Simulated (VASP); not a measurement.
# Al (P-1) in VASP: single point with PBE

Aim: the single point of Al with PBE.

Everything below comes from runs of VASP 6.6.1. Logs are shortened: lines on timing, memory, paths and dates and some standing lists are left out, and cuts for length are marked.

## 1. The cell of the first run

The typed cell holds 2 atoms: a = 2.862 Å, b = 2.862 Å, c = 4.048 Å, α = 90.00°, β = 90.00°, γ = 90.00°.

## 2. Single point, PBE (atoms moved at random)

INCAR reads:

```
PREC = Accurate ; ENCUT = 520
EDIFF = 1E-6 ; ISMEAR = -1
SIGMA = 0.05 ; LREAL = F
LASPH = T ; NELM = 80
ALGO = Fast ; ISIF = 2
LWAVE = F ; LCHARG = F
GGA = PE ; NBANDS = 10
```

KPOINTS reads:

```
regular mesh
0
Gamma
  9 9 7
```

POSCAR reads:

```
Al
1.0
    0.0000000000     -2.0239800000     -2.0239800000
    0.0000000000      2.0239800000     -2.0239800000
    4.0479600000      0.0000000000      0.0000000000
Al
2
Direct
    0.6410174900      0.3525067800      0.4809735400
    0.8589825100      0.1474932200      0.0190264600
```

Potentials or basis: VASP PAW PBE potentials, release 64 (Al).

The run is started by

```console
> cat potpaw_PBE.64/Al/POTCAR > POTCAR
> mpirun -np 1 vasp_std > vasp.out
```

OUTCAR:

```text
PREC = Accurate
   ENCUT = 520
   EDIFF = 1E-6
   ISMEAR = -1
   LREAL = F
   LASPH = T
   NELM = 80
   ISIF = 2
   GGA = PE

 ion  position               nearest neighbor table
   1  0.641  0.353  0.481-   2 2.06   2 2.34   2 2.98   2 3.01   2 3.18   2 3.21
   2  0.859  0.147  0.019-   1 2.06   1 2.34   1 2.98   1 3.01   1 3.18   1 3.21

  LATTYP: Found a simple tetragonal cell.
 ALAT       =     2.8623399660
 C/A-ratio  =     1.4142135624

  Lattice vectors:

 A1 = (   0.0000000000,  -2.0239800000,  -2.0239800000)
 A2 = (   0.0000000000,   2.0239800000,  -2.0239800000)
 A3 = (   4.0479600000,   0.0000000000,   0.0000000000)

Analysis of symmetry for initial positions (statically):
=====================================================================
 Subroutine PRICEL returns:
 Original cell was already a primitive cell.

 Routine SETGRP: Setting up the symmetry group for a
 simple tetragonal supercell.

 Subroutine GETGRP returns: Found  2 space group operations
 (whereof  1 operations were pure point group operations)
 out of a pool of 16 trial point group operations.

The static configuration has the point symmetry C_1 .
 The point group associated with its full space group is S_2 .

Analysis of symmetry for dynamics (positions and initial velocities):
=====================================================================
 Subroutine PRICEL returns:
 Original cell was already a primitive cell.

 Routine SETGRP: Setting up the symmetry group for a
 simple tetragonal supercell.

 Subroutine GETGRP returns: Found  2 space group operations
 (whereof  1 operations were pure point group operations)
 out of a pool of 16 trial point group operations.

The dynamic configuration has the point symmetry C_1 .
 The point group associated with its full space group is S_2 .

 Subroutine INISYM returns: Found  2 space group operations
 (whereof  1 operations are pure point group operations),
 and found     1 'primitive' translations

----------------------------------------------------------------------------------------

                                     Primitive cell

  volume of cell :      33.1649

  direct lattice vectors                    reciprocal lattice vectors
     0.000000000 -2.023980000 -2.023980000     0.000000000 -0.247038014 -0.247038014
     0.000000000  2.023980000 -2.023980000     0.000000000  0.247038014 -0.247038014
     4.047960000  0.000000000  0.000000000     0.247038014  0.000000000  0.000000000

  length of vectors
     2.862339966  2.862339966  4.047960000     0.349364510  0.349364510  0.247038014

  position of ions in fractional coordinates (direct lattice)
     0.641017490  0.352506780  0.480973540
     0.858982510  0.147493220  0.019026460

  ion indices of the primitive-cell ions
   primitive index   ion index
                 1           1
                 2           2

----------------------------------------------------------------------------------------

 KPOINTS: regular mesh

Automatic generation of k-mesh.
 Grid dimensions read from file:
 generate k-points for:    9    9    7

 Generating k-lattice:

  Cartesian coordinates                     Fractional coordinates (reciprocal lattice)
     0.000000000 -0.027448668 -0.027448668     0.111111111  0.000000000  0.000000000
     0.000000000  0.027448668 -0.027448668     0.000000000  0.111111111  0.000000000
     0.035291145  0.000000000  0.000000000     0.000000000  0.000000000  0.142857143

  Length of vectors
     0.038818279  0.038818279  0.035291145

  Shift w.r.t. Gamma in fractional coordinates (k-lattice)
     0.000000000  0.000000000  0.000000000

 Subroutine IBZKPT returns following result:
 ===========================================

 Found    284 irreducible k-points:

 Following reciprocal coordinates:
            Coordinates               Weight
  0.000000  0.000000  0.000000      1.000000
  0.111111  0.000000  0.000000      2.000000
  0.000000  0.111111  0.000000      2.000000
  0.222222  0.000000  0.000000      2.000000
  0.000000  0.222222  0.000000      2.000000
  0.333333  0.000000  0.000000      2.000000
[... 16 lines left out ...]
  0.111111  0.444444  0.000000      2.000000
  0.222222  0.222222  0.000000      2.000000
 [... further k-points ...]
   k-points           NKPTS =    284   k-points in BZ     NKDIM =    284   number of bands    NBANDS=     10
   number of dos      NEDOS =    301   number of ions     NIONS =      2
   total plane-waves  NPLWV =  17280
   dimension x,y,z NGX =    24 NGY =   24 NGZ =   30
   dimension x,y,z NGXF=    48 NGYF=   48 NGZF=   60
   ions per type =               2
   NGX,Y,Z   is equivalent  to a cutoff of  13.94, 13.94, 12.32 a.u.
   NGXF,Y,Z  is equivalent  to a cutoff of  27.88, 27.88, 24.64 a.u.
 SYSTEM =  unknown system
   PREC   = accura    normal or accurate (medium, high low for compatibility)
   ISTART =      0    job   : 0-new  1-cont  2-samecut
   ICHARG =      2    charge: 1-file 2-atom 10-const
   ISPIN  =      1    spin polarized calculation?
   LNONCOLLINEAR =      F non collinear calculations
   LSORBIT =      F    spin-orbit coupling
   LASPH  =      T    aspherical Exc in radial PAW
   ENCUT  =  520.0 eV  38.22 Ry    6.18 a.u.   5.32  5.32  7.53*2*pi/ulx,y,z
   NELM   =     80;   NELMIN=  2; NELMDL= -5     # of ELM steps
   EDIFF  = 0.1E-05   stopping-criterion for ELM
   LREAL  =      F    real-space projection
   EDIFFG = 0.1E-04   stopping-criterion for IOM
   NSW    =      0    number of steps for IOM
   IBRION =     -1    ionic relax: 0-MD 1-quasi-New 2-CG
   NFREE  =      0    steps in history (QN), initial steepest desc. (CG)
   ISIF   =      2    stress and relaxation
   ISYM   =      2    0-nonsym 1-usesym 2-fastsym
   POTIM  = 0.5000    time-step for ionic-motion
   TEBEG  =    0.0;   TEEND  =   0.0 temperature during run
   PSTRESS=    0.0 pullay stress
   NELECT =       6.0000    total number of electrons
   NUPDOWN=      -1.0000    fix difference up-down
   EMIN   =  10.00;   EMAX   =-10.00  energy-range for DOS
   EFERMI =   0.00;   METHOD = LEGACY
   ISMEAR =    -1;   SIGMA  =   0.05  broadening in eV -4-tet -1-fermi 0-gaus
   EFERMI_NEDOS =   21; number of points for ismear=-14 and -15
   IALGO  =     68    algorithm
   IMIX   =      4    mixing-type and parameters
     AMIX     =   0.40;   BMIX     =  1.00
     AMIX_MAG =   1.60;   BMIX_MAG =  1.00
  volume/ion in A,a.u.               =      16.58       111.90
  Fermi-wavevector in a.u.,A,eV,Ry     =   0.925903  1.749704 11.664236  0.857297
  Thomas-Fermi vector in A             =   2.051808
   LORBIT       =      0    0 simple, 1 ext, 2 COOP (PROOUT), +10 PAW based schemes
   GGA     = PE    functional components
   LHFCALC =     F    Hartree Fock is set to
   AEXX    =    0.0000 exact exchange contribution
   IVDW    =     0    specifies the selected vdW correction
   LEPSILON=     F    determine dielectric tensor
   LRPA    =     F    only Hartree local field effects (RPA)
 non-spin polarized calculation
 RMM-DIIS sequential band-by-band and
  energy-cutoff  :      520.00
  volume of cell :       33.16
 maximum number of plane-waves:       906
 NGX is ok and might be reduce to    24
   NGX = 11   NGY = 11   NGZ = 15

 number of electron       6.0000000 magnetization

 Free energy of the ion-electron system (eV)
  ---------------------------------------------------
  ext. energy  EPLUGINS =         0.00000000
  ---------------------------------------------------
  free energy    TOTEN  =        -5.38397972 eV

  energy without entropy =       -5.37385100  energy(sigma->0) =       -5.37891536

 E-fermi :   7.6106     XC(G=0): -10.0623

 val. band max:        7.6100640051   @ k =  -0.3333   0.4444   0.0000
 cond. band min:       7.6208627448   @ k =  -0.1111   0.2222   0.0000
 fundamental gap:      0.0107987397
 Fermi energy:         7.6106329755

 k-point     1 :       0.0000    0.0000    0.0000
  band No.  band energies     occupation
      1      -3.3270      2.00000
      2       4.5502      2.00000
      3       6.3301      2.00000
      4      13.0878      0.00000
      5      13.1886      0.00000
      6      14.1472      0.00000
      7      14.2644      0.00000
      8      20.7641      0.00000
      9      20.8288      0.00000
     10      21.2733      0.00000

 k-point     2 :       0.1111    0.0000    0.0000
  band No.  band energies     occupation
      1      -3.1092      2.00000
      2       4.7383      2.00000
      3       6.5403      2.00000
      4      10.2325      0.00000
      5      13.6740      0.00000
      6      14.0556      0.00000
      7      17.2142      0.00000
      8      17.9470      0.00000
      9      19.3614      0.00000
     10      21.0028      0.00000

 k-point     3 :       0.0000    0.1111    0.0000
  band No.  band energies     occupation
      1      -3.1096      2.00000
      2       4.7379      2.00000
      3       6.5411      2.00000
      4      10.2350      0.00000
      5      13.6756      0.00000
      6      14.0447      0.00000
      7      17.2226      0.00000
      8      17.9695      0.00000
      9      19.3508      0.00000
     10      21.0942      0.00000

 k-point     4 :       0.2222    0.0000    0.0000
  band No.  band energies     occupation
      1      -2.4607      2.00000
      2       5.2941      2.00000
      3       6.9561      2.00000
      4       7.4735      1.87908
      5      13.8654      0.00000
      6      14.6037      0.00000
      7      14.9783      0.00000
      8      17.1786      0.00000
      9      20.9552      0.00000
     10      21.4942      0.00000
[... 222 lines left out ...]
 k-point    22 :      -0.4444    0.1111    0.0000
  band No.  band energies     occupation
      1       0.1596      2.00000
      2       2.6283      2.00000
      3       7.3234      1.99362
      4       9.7462      0.00000
      5      10.8592      0.00000
      6      11.7388      0.00000
      7      13.5178      0.00000
      8      16.5416      0.00000
      9      19.9298      0.00000
     10      20.2614      0.00000

 k-point    23 :       0.1111    0.4444    0.0000
  band No.  band energies     occupation
      1       0.1470      2.00000
      2       2.6473      2.00000
      3       7.3067      1.99543
      4       9.9217      0.00000
      5      10.9095      0.00000
      6      11.1166      0.00000
      7      14.3036      0.00000
      8      16.2692      0.00000
      9      19.8265      0.00000
     10      20.1972      0.00000

 k-point    24 :       0.2222    0.2222    0.0000
  band No.  band energies     occupation
      1      -1.5990      2.00000
      2       6.0322      2.00000
      3       7.6443      0.67540
      4       8.0545      0.00028
      5       8.3529      0.00000
      6      15.5474      0.00000
      7      15.8553      0.00000
      8      17.2096      0.00000
      9      17.6797      0.00000
     10      18.1601      0.00000

 [... further k-points ...]
[... 5 lines left out ...]
  --------------------------------------------------------------------------------------
  -------------------------------------------------------------------------------------
  Total       14.3069234      3.3084506     -0.8885020      3.4694309      0.0880231      0.0858480
  in kB      691.1593573    159.8293716    -42.9230298    167.6062387      4.2523478      4.1472669
  external PRESSURE =     269.3552330 kB  Pullay stress =       0.0000000 kB

 VOLUME and BASIS-vectors are now :
 -----------------------------------------------------------------------------
  energy-cutoff  :      520.00
  volume of cell :       33.16
      direct lattice vectors                 reciprocal lattice vectors
     0.000000000 -2.023980000 -2.023980000     0.000000000 -0.247038014 -0.247038014
     0.000000000  2.023980000 -2.023980000     0.000000000  0.247038014 -0.247038014
     4.047960000  0.000000000  0.000000000     0.247038014  0.000000000  0.000000000

 POSITION                                       TOTAL-FORCE (eV/Angst)
 -----------------------------------------------------------------------------------
      1.94696     -0.58394     -2.01087         4.070185      3.768675      0.092640
      0.07702     -1.44004     -2.03709        -4.070185     -3.768675     -0.092640
 -----------------------------------------------------------------------------------
    total drift:                                0.000000      0.000000     -0.000000

  FREE ENERGIE OF THE ION-ELECTRON SYSTEM (eV)
  ---------------------------------------------------
  free  energy   TOTEN  =        -5.3839797197 eV

  energy  without entropy=       -5.3738510000  energy(sigma->0) =       -5.37891536
```

It took 41 s on 1 thread of AMD EPYC 9R45 (Zen 5), shared host; peak memory 0.16 GiB.

Results:

```
Free energy            : -5.3840 eV
Pressure               : 26.9 GPa
Largest force          : 5.548 eV/Å
Band gap on the k mesh : zero (band 3 reaches 13.21 eV, above the bottom of band 4 at 5.34 eV)
```

Forces in eV/Å, atoms in the order of the input:
```
Al   4.070  3.769  0.093
Al  -4.070 -3.769 -0.093
```

Stress tensor (GPa, compression positive):
```
69.12 16.76  0.41
16.76 15.98  0.43
 0.41  0.43 -4.29
```

Levels at points of the mesh, in eV from the Fermi level:
```csv
k point,band 1,band 2,band 3,band 4,band 5,band 6,band 7,band 8
"(0.00, 0.00, 0.00)",-10.94,-3.06,-1.28,5.48,5.58,6.54,6.65,13.15
```

Caveat: the cell differs from its parent crystal (atoms moved at random); forces of over 1 eV/Å act on the atoms, so gaps and moduli don't describe the material at rest.
